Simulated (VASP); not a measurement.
# LiBr3 (Pm-3m) in VASP: further runs

LiBr3 is run at these levels: PBE; tasks: single point, relaxation of cell and atoms.

Everything below comes from runs of VASP 6.6.1. Logs are shortened: lines on timing, memory, paths and dates and some standing lists are left out, and cuts for length are marked.

### Step 1. The cell of the first run

It takes space group Pm-3m (No. 221, cubic). The conventional cell has a = 4.752 Å, b = 4.752 Å, c = 4.752 Å, α = 90.00°, β = 90.00°, γ = 90.00°. Within 4.4 Å of Li (site symmetry m-3m) lie 12 Br at 3.36 Å. Br (site symmetry 4/mmm) has 4 Li at 3.36 Å and 8 Br at 3.36 Å within 4.4 Å.

### Step 2. Single point, PBE

Contents of INCAR:

```
PREC = Accurate
ENCUT = 520
EDIFF = 1E-6
ISMEAR = 0
SIGMA = 0.1
LREAL = False
LASPH = True
NELM = 60
ALGO = Normal
ISIF = 2
LWAVE = False
LCHARG = True
GGA = PE
LELF = True
LVHAR = True
NBANDS = 20
```

Contents of KPOINTS:

```
Automatic mesh
0
Gamma
  10 10 10
```

Contents of POSCAR:

```
LiBr3
1.0
    4.7523105535      0.0000000000      0.0000000000
    0.0000000000      4.7523105535      0.0000000000
    0.0000000000      0.0000000000      4.7523105535
Li Br
1 3
Direct
    0.0000000000      0.0000000000      0.0000000000
    0.0000000000      0.5000000000      0.5000000000
    0.5000000000      0.0000000000      0.5000000000
    0.5000000000      0.5000000000      0.0000000000
```

Potentials or basis: VASP PAW PBE potentials, release 64 (Li_sv, Br).

Started as:

```bash
cat potpaw_PBE.64/Li_sv/POTCAR potpaw_PBE.64/Br/POTCAR > POTCAR
mpirun -np 1 vasp_std > vasp.out
```

OUTCAR:

```text
PREC = Accurate
   ENCUT = 520
   EDIFF = 1E-6
   ISMEAR = 0
   LREAL = False
   LASPH = True
   NELM = 60
   ISIF = 2
   GGA = PE

 ion  position               nearest neighbor table
   1  0.000  0.000  0.000-
   2  0.000  0.500  0.500-
   3  0.500  0.000  0.500-
   4  0.500  0.500  0.000-

  LATTYP: Found a simple cubic cell.
 ALAT       =     4.7523105535

  Lattice vectors:

 A1 = (   4.7523105535,   0.0000000000,   0.0000000000)
 A2 = (   0.0000000000,   4.7523105535,   0.0000000000)
 A3 = (   0.0000000000,   0.0000000000,   4.7523105535)

Analysis of symmetry for initial positions (statically):
=====================================================================
 Subroutine PRICEL returns:
 Original cell was already a primitive cell.

 Routine SETGRP: Setting up the symmetry group for a
 simple cubic supercell.

 Subroutine GETGRP returns: Found 48 space group operations
 (whereof 48 operations were pure point group operations)
 out of a pool of 48 trial point group operations.

The static configuration has the point symmetry O_h .

Analysis of symmetry for dynamics (positions and initial velocities):
=====================================================================
 Subroutine PRICEL returns:
 Original cell was already a primitive cell.

 Routine SETGRP: Setting up the symmetry group for a
 simple cubic supercell.

 Subroutine GETGRP returns: Found 48 space group operations
 (whereof 48 operations were pure point group operations)
 out of a pool of 48 trial point group operations.

The dynamic configuration has the point symmetry O_h .

 Subroutine INISYM returns: Found 48 space group operations
 (whereof 48 operations are pure point group operations),
 and found     1 'primitive' translations

----------------------------------------------------------------------------------------

                                     Primitive cell

  volume of cell :     107.3283

  direct lattice vectors                    reciprocal lattice vectors
     4.752310554  0.000000000  0.000000000     0.210423959  0.000000000  0.000000000
     0.000000000  4.752310554  0.000000000     0.000000000  0.210423959  0.000000000
     0.000000000  0.000000000  4.752310554     0.000000000  0.000000000  0.210423959

  length of vectors
     4.752310554  4.752310554  4.752310554     0.210423959  0.210423959  0.210423959

  position of ions in fractional coordinates (direct lattice)
     0.000000000  0.000000000  0.000000000
     0.000000000  0.500000000  0.500000000
     0.500000000  0.000000000  0.500000000
     0.500000000  0.500000000  0.000000000

  ion indices of the primitive-cell ions
   primitive index   ion index
                 1           1
                 2           2
                 3           3
                 4           4

----------------------------------------------------------------------------------------

 KPOINTS: Automatic mesh

Automatic generation of k-mesh.
 Grid dimensions read from file:
 generate k-points for:   10   10   10

 Generating k-lattice:

  Cartesian coordinates                     Fractional coordinates (reciprocal lattice)
     0.021042396  0.000000000  0.000000000     0.100000000  0.000000000  0.000000000
     0.000000000  0.021042396  0.000000000     0.000000000  0.100000000  0.000000000
     0.000000000  0.000000000  0.021042396     0.000000000  0.000000000  0.100000000

  Length of vectors
     0.021042396  0.021042396  0.021042396

  Shift w.r.t. Gamma in fractional coordinates (k-lattice)
     0.000000000  0.000000000  0.000000000

 Subroutine IBZKPT returns following result:
 ===========================================

 Found     56 irreducible k-points:

 Following reciprocal coordinates:
            Coordinates               Weight
  0.000000  0.000000  0.000000      1.000000
  0.100000  0.000000  0.000000      6.000000
  0.200000  0.000000  0.000000      6.000000
  0.300000  0.000000  0.000000      6.000000
  0.400000  0.000000  0.000000      6.000000
  0.500000  0.000000  0.000000      3.000000
[... 16 lines left out ...]
  0.200000  0.100000  0.100000     24.000000
  0.300000  0.100000  0.100000     24.000000
 [... further k-points ...]
   k-points           NKPTS =     56   k-points in BZ     NKDIM =     56   number of bands    NBANDS=     20
   number of dos      NEDOS =    301   number of ions     NIONS =      4
   total plane-waves  NPLWV =  46656
   dimension x,y,z NGX =    36 NGY =   36 NGZ =   36
   dimension x,y,z NGXF=    72 NGYF=   72 NGZF=   72
   ions per type =               1   3
   NGX,Y,Z   is equivalent  to a cutoff of  12.59, 12.59, 12.59 a.u.
   NGXF,Y,Z  is equivalent  to a cutoff of  25.19, 25.19, 25.19 a.u.
 SYSTEM =  unknown system
   PREC   = accura    normal or accurate (medium, high low for compatibility)
   ISTART =      0    job   : 0-new  1-cont  2-samecut
   ICHARG =      2    charge: 1-file 2-atom 10-const
   ISPIN  =      1    spin polarized calculation?
   LNONCOLLINEAR =      F non collinear calculations
   LSORBIT =      F    spin-orbit coupling
   LASPH  =      T    aspherical Exc in radial PAW
   ENCUT  =  520.0 eV  38.22 Ry    6.18 a.u.   8.84  8.84  8.84*2*pi/ulx,y,z
   NELM   =     60;   NELMIN=  2; NELMDL= -5     # of ELM steps
   EDIFF  = 0.1E-05   stopping-criterion for ELM
   LREAL  =      F    real-space projection
   EDIFFG = 0.1E-04   stopping-criterion for IOM
   NSW    =      0    number of steps for IOM
   IBRION =     -1    ionic relax: 0-MD 1-quasi-New 2-CG
   NFREE  =      0    steps in history (QN), initial steepest desc. (CG)
   ISIF   =      2    stress and relaxation
   ISYM   =      2    0-nonsym 1-usesym 2-fastsym
   POTIM  = 0.5000    time-step for ionic-motion
   TEBEG  =    0.0;   TEEND  =   0.0 temperature during run
   PSTRESS=    0.0 pullay stress
   NELECT =      24.0000    total number of electrons
   NUPDOWN=      -1.0000    fix difference up-down
   EMIN   =  10.00;   EMAX   =-10.00  energy-range for DOS
   EFERMI =   0.00;   METHOD = LEGACY
   ISMEAR =     0;   SIGMA  =   0.10  broadening in eV -4-tet -1-fermi 0-gaus
   EFERMI_NEDOS =   21; number of points for ismear=-14 and -15
   IALGO  =     38    algorithm
   IMIX   =      4    mixing-type and parameters
     AMIX     =   0.40;   BMIX     =  1.00
     AMIX_MAG =   1.60;   BMIX_MAG =  1.00
  volume/ion in A,a.u.               =      26.83       181.07
  Fermi-wavevector in a.u.,A,eV,Ry     =   0.993666  1.877756 13.434013  0.987372
  Thomas-Fermi vector in A             =   2.125564
   LORBIT       =      0    0 simple, 1 ext, 2 COOP (PROOUT), +10 PAW based schemes
   GGA     = PE    functional components
   LHFCALC =     F    Hartree Fock is set to
   AEXX    =    0.0000 exact exchange contribution
   IVDW    =     0    specifies the selected vdW correction
   LEPSILON=     F    determine dielectric tensor
   LRPA    =     F    only Hartree local field effects (RPA)
 non-spin polarized calculation
 Gauss-broadening in eV      SIGMA  =   0.10
  energy-cutoff  :      520.00
  volume of cell :      107.33
 maximum number of plane-waves:      2945
 NGX is ok and might be reduce to    36
   NGX = 17   NGY = 17   NGZ = 17

 number of electron      23.9999988 magnetization

 Free energy of the ion-electron system (eV)
  ---------------------------------------------------
  ext. energy  EPLUGINS =         0.00000000
  ---------------------------------------------------
  free energy    TOTEN  =        -7.70881416 eV

  energy without entropy =       -7.66868901  energy(sigma->0) =       -7.68875159

 E-fermi :   0.8351     XC(G=0):  -8.3150

 val. band max:        0.8302764391   @ k =   0.5000   0.3000   0.0000
 cond. band min:       0.8404147902   @ k =   0.4000   0.4000   0.3000
 fundamental gap:      0.0101383511
 Fermi energy:         0.8350804891

 k-point     1 :       0.0000    0.0000    0.0000
  band No.  band energies     occupation
      1     -45.9739      2.00000
      2     -13.9099      2.00000
      3     -12.4802      2.00000
      4     -12.4802      2.00000
      5      -2.5951      2.00000
      6      -2.5951      2.00000
[... 12 lines left out ...]
     19       9.1030      0.00000
     20       9.1030      0.00000

 k-point     2 :       0.1000    0.0000    0.0000
  band No.  band energies     occupation
      1     -45.9738      2.00000
      2     -13.8831      2.00000
      3     -12.5169      2.00000
      4     -12.4781      2.00000
      5      -2.5538      2.00000
      6      -2.5538      2.00000
[... 12 lines left out ...]
     19       8.8455      0.00000
     20       9.1602      0.00000

 k-point     3 :       0.2000    0.0000    0.0000
  band No.  band energies     occupation
      1     -45.9738      2.00000
      2     -13.8053      2.00000
      3     -12.6203      2.00000
      4     -12.4727      2.00000
      5      -2.4341      2.00000
      6      -2.4341      2.00000
[... 12 lines left out ...]
     19       8.6161      0.00000
     20       9.3289      0.00000

 k-point     4 :       0.3000    0.0000    0.0000
  band No.  band energies     occupation
      1     -45.9738      2.00000
      2     -13.6863      2.00000
      3     -12.7706      2.00000
      4     -12.4660      2.00000
      5      -2.2513      2.00000
      6      -2.2513      2.00000
[... 12 lines left out ...]
     19       9.4044      0.00000
     20       9.5966      0.00000

 k-point     5 :       0.4000    0.0000    0.0000
  band No.  band energies     occupation
      1     -45.9738      2.00000
      2     -13.5515      2.00000
      3     -12.9306      2.00000
      4     -12.4606      2.00000
      5      -2.0484      2.00000
      6      -2.0484      2.00000
[... 12 lines left out ...]
     19       9.9177      0.00000
     20      10.2486      0.00000
[... 353 lines left out ...]
      6      -2.2987      2.00000
[... 12 lines left out ...]
     19      10.7401      0.00000
     20      11.6149      0.00000

 k-point    22 :       0.1000    0.1000    0.1000
  band No.  band energies     occupation
      1     -45.9738      2.00000
      2     -13.8303      2.00000
      3     -12.5304      2.00000
      4     -12.5304      2.00000
      5      -2.6656      2.00000
      6      -2.3714      2.00000
[... 12 lines left out ...]
     19       9.1219      0.00000
     20       9.1219      0.00000

 k-point    23 :       0.2000    0.1000    0.1000
  band No.  band energies     occupation
      1     -45.9738      2.00000
      2     -13.7543      2.00000
      3     -12.6279      2.00000
      4     -12.5245      2.00000
      5      -2.6624      2.00000
      6      -2.2623      2.00000
[... 12 lines left out ...]
     19       8.9093      0.00000
     20       9.5664      0.00000

 k-point    24 :       0.3000    0.1000    0.1000
  band No.  band energies     occupation
      1     -45.9738      2.00000
      2     -13.6379      2.00000
      3     -12.7708      2.00000
      4     -12.5171      2.00000
      5      -2.5585      2.00000
      6      -2.0910      2.00000
[... 12 lines left out ...]
     19       9.3891      0.00000
     20       9.9939      0.00000

 [... further k-points ...]

------------------------ aborting loop because EDIFF is reached ----------------------------------------

  FORCE on cell =-STRESS in cart. coord.  units (eV):
  Direction    XX          YY          ZZ          XY          YZ          ZX
  --------------------------------------------------------------------------------------
  -------------------------------------------------------------------------------------
  Total       -0.0217718     -0.0217718     -0.0217718      0.0000000      0.0000000     -0.0000000
  in kB       -0.3250047     -0.3250047     -0.3250047      0.0000000      0.0000000     -0.0000000
  external PRESSURE =      -0.3250047 kB  Pullay stress =       0.0000000 kB

 VOLUME and BASIS-vectors are now :
 -----------------------------------------------------------------------------
  energy-cutoff  :      520.00
  volume of cell :      107.33
      direct lattice vectors                 reciprocal lattice vectors
     4.752310554  0.000000000  0.000000000     0.210423959  0.000000000  0.000000000
     0.000000000  4.752310554  0.000000000     0.000000000  0.210423959  0.000000000
     0.000000000  0.000000000  4.752310554     0.000000000  0.000000000  0.210423959

 POSITION                                       TOTAL-FORCE (eV/Angst)
 -----------------------------------------------------------------------------------
      0.00000      0.00000      0.00000         0.000000      0.000000      0.000000
      0.00000      2.37616      2.37616         0.000000      0.000000      0.000000
      2.37616      0.00000      2.37616         0.000000      0.000000      0.000000
      2.37616      2.37616      0.00000         0.000000      0.000000      0.000000
 -----------------------------------------------------------------------------------
    total drift:                                0.000000      0.000000      0.000000

  FREE ENERGIE OF THE ION-ELECTRON SYSTEM (eV)
  ---------------------------------------------------
  free  energy   TOTEN  =        -7.7088141611 eV

  energy  without entropy=       -7.6686890146  energy(sigma->0) =       -7.68875159
```

Wall time 45 s (1 thread of Intel Xeon 6975P-C (Granite Rapids), shared host); peak memory 0.26 GiB.

Results:

```
Free energy            : -7.7088 eV
Band gap on the k mesh : zero (band 12 reaches 1.08 eV, above the bottom of band 13 at 0.64 eV)
```

Levels at points of the mesh, in eV from the Fermi level:
```tsv
k point	band 8	band 9	band 10	band 11	band 12	band 13	band 14	band 15	band 16	band 17
(0.00, 0.00, 0.00)	-1.06	-1.06	-1.06	0.12	0.12	0.12	3.18	6.97	7.05	7.05
(0.50, 0.00, 0.00)	-1.82	-1.82	-1.71	-1.52	-0.19	-0.19	4.90	5.85	7.11	7.11
(0.50, 0.50, 0.00)	-2.02	-1.72	-1.70	-1.70	0.20	0.21	5.73	5.75	7.03	7.03
(0.50, 0.50, 0.50)	-3.60	0.24	0.24	0.24	0.24	0.24	3.48	8.52	8.52	8.52
```

Caveat: the cutoff is under 1.25 times the usual one of these potentials, so pressure, stress and relaxed cells hold a basis-set (Pulay) error.

### Step 3. Relaxation of cell and atoms, PBE

Contents of INCAR:

```
SYSTEM = LiBr3
PREC = Accurate ; ENCUT = 600
EDIFF = 1E-7 ; ISMEAR = 0
SIGMA = 0.1 ; LREAL = .FALSE.
LASPH = .TRUE. ; NELM = 80
ALGO = Normal ; ISIF = 3
LWAVE = .FALSE. ; LCHARG = .FALSE.
GGA = PE ; IBRION = 2
NSW = 100 ; EDIFFG = -0.01
```

Contents of KPOINTS:

```
regular mesh
0
G
  10 10 10
  0 0 0
```

POSCAR is that of step 2.

Potentials or basis: VASP PAW PBE potentials, release 64 (Li_sv, Br).

Started as:

```bash
cat potpaw_PBE.64/Li_sv/POTCAR potpaw_PBE.64/Br/POTCAR > POTCAR
mpirun -np 1 vasp_std > vasp.out
```

It took 55 s on 1 thread of Intel Xeon 6975P-C (Granite Rapids), shared host; peak memory 0.29 GiB.

It converged, with:

| Item | Value |
| --- | --- |
| Free energy | -7.7084 eV |
| Pressure after relaxing | 0.0 GPa |
| Band gap on the k mesh | zero (band 12 reaches 1.08 eV, above the bottom of band 13 at 0.64 eV) |

Final structure:
```
Li Br
1.0
     4.75231    0.00000    0.00000
     0.00000    4.75231    0.00000
     0.00000    0.00000    4.75231
Li Br
1 3
Direct
  0.00000 0.00000 0.00000
  0.00000 0.50000 0.50000
  0.50000 0.00000 0.50000
  0.50000 0.50000 0.00000
```

Levels at points of the mesh, in eV from the Fermi level:
```csv
k point,band 8,band 9,band 10,band 11,band 12,band 13,band 14,band 15,band 16
"(0.00, 0.00, 0.00)",-1.06,-1.06,-1.06,0.12,0.12,0.12,3.18,6.97,7.05
"(0.50, 0.00, 0.00)",-1.82,-1.82,-1.71,-1.52,-0.19,-0.19,4.90,5.85,7.11
"(0.50, 0.50, 0.00)",-2.02,-1.72,-1.70,-1.70,0.20,0.21,5.74,5.75,7.03
"(0.50, 0.50, 0.50)",-3.60,0.24,0.24,0.24,0.24,0.24,3.47,8.52,8.52
```

Caveat: the cutoff is under 1.25 times the usual one of these potentials, so pressure, stress and relaxed cells hold a basis-set (Pulay) error; the relaxation stopped at its first step, so nothing moved.
